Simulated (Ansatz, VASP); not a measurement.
# Two plane-wave programs on Sb2Se3

INCAR

```
PREC = Accurate
ENCUT = 520
EDIFF = 1E-6
ISMEAR = -1
SIGMA = 0.02
LREAL = False
LASPH = True
NELM = 80
ALGO = Normal
ISIF = 2
LWAVE = False
LCHARG = False
NBANDS = 22
```

File KPOINTS:

```
Automatic mesh
0
Gamma
  8 8 8
```

The input POSCAR:

```
Sb2Se3
1.0
    2.0131844321      1.1623125738      9.6638242303
   -2.0131844321      1.1623125738      9.6638242303
    0.0000000000     -2.3246251476      9.6638242303
Sb Se
2 3
Direct
    0.3980138049      0.3980138049      0.3980138049
    0.6019861951      0.6019861951      0.6019861951
    0.2152848338      0.2152848338      0.2152848338
    0.7847151662      0.7847151662      0.7847151662
    0.0000000000      0.0000000000      0.0000000000
```

Input for Ansatz:

```yaml
crystal:
  lattice:
    - [2.0131844321, 1.1623125738, 9.6638242303]
    - [-2.0131844321, 1.1623125738, 9.6638242303]
    - [0.0, -2.3246251476, 9.6638242303]
  atoms:
    - { symbol: Sb, position: [0.3980138049, 0.3980138049, 0.3980138049] }
    - { symbol: Sb, position: [0.6019861951, 0.6019861951, 0.6019861951] }
    - { symbol: Se, position: [0.2152848338, 0.2152848338, 0.2152848338] }
    - { symbol: Se, position: [0.7847151662, 0.7847151662, 0.7847151662] }
    - { symbol: Se, position: [0.0, 0.0, 0.0] }
kpoints:
  mp_grid: { grid: [8, 8, 8] }
  band_path:
    path:
      - [0.0, 0.0, 0.0]
      - [0.5, 0.5, 0.5]
      - [0.8236893474, 0.1763106526, 0.5]
      - [0.5, -0.1763106526, 0.1763106526]
      - [0.5, 0.0, 0.0]
      - [0.3381553263, -0.3381553263, 0.0]
      - [0.6618446737, 0.0, 0.3381553263]
      - [0.5, 0.0, 0.5]
    npoints: 1
hamiltonian:
  xc: lda
scf:
  occupations: { method: fermi_dirac, width: 0.02 }
  n_extra_bands: 5
output:
  forces: true
  stress: true
  eigenvalues: true
```

Alike in both runs: task single point; functional LDA; k mesh 8 × 8 × 8; occupations fermi-dirac, width 0.02 eV; no spin polarisation.

|  | VASP | Ansatz |
| --- | --- | --- |
| version | VASP 6.6.1 | Ansatz 0.2.0 |
| potentials or method | VASP PAW LDA potentials, release 64 (Sb, Se) | plane waves, PAW |
| plane-wave cutoff (eV) | 520 | 420 |
| valence electrons in the cell | 28 | 78 |

|  | VASP | Ansatz | Ansatz less VASP |
| --- | --- | --- | --- |
| pressure (GPa) | -2.0 | -2.1 | -0.15 |
| traceless stress, the component that is largest in VASP (GPa) | -0.23 | -0.22 | +0.005 |
| rms of the force components (eV/Å) | 0.028 | 0.018 | -0.0097 |

LDA's correlation is that of Perdew and Zunger in VASP and of Perdew and Wang (1992) in Ansatz. Atom by atom the forces differ by 0.021 eV/Å (rms over components). VASP's potentials hold 28 valence electrons a cell and Ansatz's 78, so a difference there can come from the potentials and not from the codes.

Spin-orbit coupling is off throughout.
